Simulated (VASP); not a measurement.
A run of VASP 6.6.1 is set up as follows.

File POSCAR:

```
Al2Cu
1.0
    4.2106691299      0.0000000000      0.0000000000
    0.0000000000      4.2106691299      0.0000000000
    0.0000000000      0.0000000000      2.9368651557
Al Cu
2 1
Direct
    0.5000000000      0.0000000000      0.5000000000
    0.0000000000      0.5000000000      0.5000000000
    0.0000000000      0.0000000000      0.0000000000
```

INCAR.step1

```
SYSTEM = Al2Cu
  PREC = Accurate
  ENCUT = 520
  ISMEAR = 0
  SIGMA = 0.15
  LREAL = .False.
  LASPH = .True.
  NELM = 60
  NBANDS = 16
  GGA = PE
  ALGO = Normal
  EDIFF = 1E-4
  LWAVE = .True.
  LCHARG = .False.
```

File INCAR.step2:

```
SYSTEM = Al2Cu
  PREC = Accurate
  ENCUT = 520
  EDIFF = 1E-7
  ISMEAR = 0
  SIGMA = 0.15
  LREAL = .False.
  LASPH = .True.
  NELM = 60
  ALGO = Normal
  ISIF = 2
  LWAVE = .False.
  LCHARG = .False.
  METAGGA = R2SCAN
  LMIXTAU = .True.
  NBANDS = 16
  ISTART = 1
```

KPOINTS

```
Automatic mesh
0
Gamma
  12 12 16
  0 0 0
```

Potentials or basis: VASP PAW PBE potentials, release 64 (Al, Cu).

Run with:

```console
$ cat potpaw_PBE.64/Al/POTCAR potpaw_PBE.64/Cu/POTCAR > POTCAR
$ cp INCAR.step1 INCAR
$ mpirun -np 1 vasp_std > vasp.out
$ cp INCAR.step2 INCAR
$ mpirun -np 1 vasp_std > vasp.out
```

(1) Estimate the pressure.

(2) What does it give for the band gap on the k mesh?

Results:

(1) -7.3 GPa.

(2) zero (an odd number of electrons rules out a gap without spin polarisation).

Caveat: the cell differs from its parent crystal (strain +0.030 along x and y, +0.030 along z); the cell stands under tension; the PAW data sets were made with another functional, which shifts forces and pressure a little.
